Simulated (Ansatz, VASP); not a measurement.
**One calculation of Be3TeSe2, two programs**

Contents of INCAR:

```
SYSTEM = Be3TeSe2
PREC = Accurate ; ENCUT = 600
EDIFF = 1E-6 ; ISMEAR = 0
SIGMA = 0.15 ; LREAL = .False.
LASPH = .True. ; NELM = 80
ALGO = Normal ; ISIF = 3
LWAVE = .False. ; LCHARG = .False.
GGA = PE ; IBRION = 2
NSW = 36 ; EDIFFG = -0.08
```

KPOINTS

```
Automatic mesh
0
Gamma
  5 5 5
  0 0 0
```

The input POSCAR:

```
Be3TeSe2
1.0
   -1.8500000000      1.8500000000      7.8500000000
    1.8500000000     -1.8500000000      7.8500000000
    1.8500000000      1.8500000000     -7.8500000000
Be Te Se
3 1 2
Direct
    0.7500000000      0.2500000000      0.5000000000
    0.0833300000      0.5833300000      0.5000000000
    0.4166700000      0.9166700000      0.5000000000
    0.0000000000      0.0000000000      0.0000000000
    0.6666700000      0.6666700000      0.0000000000
    0.3333300000      0.3333300000      0.0000000000
```

Input for Ansatz:

```yaml
crystal:
  lattice:
    - [-1.85, 1.85, 7.85]
    - [1.85, -1.85, 7.85]
    - [1.85, 1.85, -7.85]
  atoms:
    - { symbol: Be, position: [0.75, 0.25, 0.5] }
    - { symbol: Be, position: [0.08333, 0.58333, 0.5] }
    - { symbol: Be, position: [0.41667, 0.91667, 0.5] }
    - { symbol: Te, position: [0.0, 0.0, 0.0] }
    - { symbol: Se, position: [0.66667, 0.66667, 0.0] }
    - { symbol: Se, position: [0.33333, 0.33333, 0.0] }
basis:
  ecutwfc: 420
kpoints:
  mp_grid: { grid: [5, 5, 5] }
hamiltonian:
  xc: pbe
scf:
  occupations: { method: gaussian, width: 0.15 }
  lower_state_search: "off"
output:
  forces: true
  stress: true
  eigenvalues: true
relax:
  adjacent_minimum: "off"
  f_tol: 0.08
  max_steps: 16
  cell: { stress_tol: 0.8 }
```

Alike in both runs: task relaxation of cell and atoms; functional PBE; k mesh 5 × 5 × 5; occupations gaussian, width 0.15 eV; no spin polarisation.

|  | VASP | Ansatz |
| --- | --- | --- |
| version | VASP 6.6.1 | Ansatz 0.2.0 |
| potentials or method | VASP PAW PBE potentials, release 64 (Be, Te, Se), cutoff 600 eV | scalar-relativistic, plane waves, PAW |
| valence electrons in the cell | 24 | 54 |

Ansatz gave:

- gap on the k mesh at the Fermi level, each at its own relaxed structure (eV): 2.18
- relaxed volume (Å³/atom): 19.11
- relaxed cell length with the largest relative difference (Å): 8.405

**Question.** Which values does VASP return?

**Answer.** gap on the k mesh at the Fermi level, each at its own relaxed structure (eV): 2.18; relaxed volume (Å³/atom): 19.15; relaxed cell length with the largest relative difference (Å): 8.432.

VASP's potentials hold 24 valence electrons a cell and Ansatz's 54, so a difference there can come from the potentials and not from the codes.

The k mesh is coarse, so the values compare programs but aren't converged. Neither program's run includes spin-orbit coupling.
